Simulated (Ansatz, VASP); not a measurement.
# MgS: VASP beside Ansatz

POSCAR

```
MgS
1.0
    0.0000000000      2.5954060400      2.5954060400
    2.5954060400      0.0000000000      2.5954060400
    2.5954060400      2.5954060400      0.0000000000
Mg S
1 1
Direct
    0.0000000000      0.0000000000      0.0000000000
    0.5000000000      0.5000000000      0.5000000000
```

File INCAR.step1:

```
  PREC = Accurate
  ENCUT = 660
  ISMEAR = 0
  SIGMA = 0.02
  LREAL = False
  LASPH = True
  NELM = 120
  NBANDS = 11
  GGA = PE
  ALGO = Normal
  EDIFF = 1E-5
  LWAVE = True
  LCHARG = False
  GGA_COMPAT = False
```

INCAR.step2

```
  PREC = Accurate
  ENCUT = 660
  EDIFF = 1E-6
  ISMEAR = 0
  SIGMA = 0.02
  LREAL = False
  LASPH = True
  NELM = 120
  ALGO = Normal
  ISIF = 2
  LWAVE = False
  LCHARG = False
  METAGGA = R2SCAN
  LMIXTAU = True
  NBANDS = 11
  ISTART = 1
  GGA_COMPAT = False
```

The input KPOINTS:

```
Automatic mesh
0
Gamma
  8 8 8
```

Input for Ansatz:

```yaml
crystal:
  lattice:
    - [0.0, 2.59540604, 2.59540604]
    - [2.59540604, 0.0, 2.59540604]
    - [2.59540604, 2.59540604, 0.0]
  atoms:
    - { symbol: Mg, position: [0.0, 0.0, 0.0] }
    - { symbol: S, position: [0.5, 0.5, 0.5] }
basis:
  ecutwfc: 500
kpoints:
  mp_grid: { grid: [8, 8, 8] }
hamiltonian:
  xc: r2scan
scf:
  occupations: { method: gaussian, width: 0.02 }
output:
  forces: true
  stress: true
  eigenvalues: true
```

Alike in both runs: task single point; functional r2SCAN; k mesh 8 × 8 × 8; occupations gaussian, width 0.02 eV; no spin polarisation.

|  | VASP | Ansatz |
| --- | --- | --- |
| version | VASP 6.6.1 | Ansatz 0.2.0 |
| potentials or method | VASP PAW PBE potentials, release 64 (Mg, S), cutoff 660 eV | scalar-relativistic, plane waves, PAW |
| valence electrons in the cell | 8 | 16 |

```csv
,VASP,Ansatz,Ansatz less VASP
gap on the k mesh at the Fermi level (eV),3.45,3.48,+0.029
least direct gap on the mesh (eV),4.68,4.70,+0.026
pressure (GPa),0.1,0.6,+0.46
```

VASP's potentials were made for PBE, not for r2SCAN. VASP's potentials hold 8 valence electrons a cell and Ansatz's 16, so a difference there can come from the potentials and not from the codes.
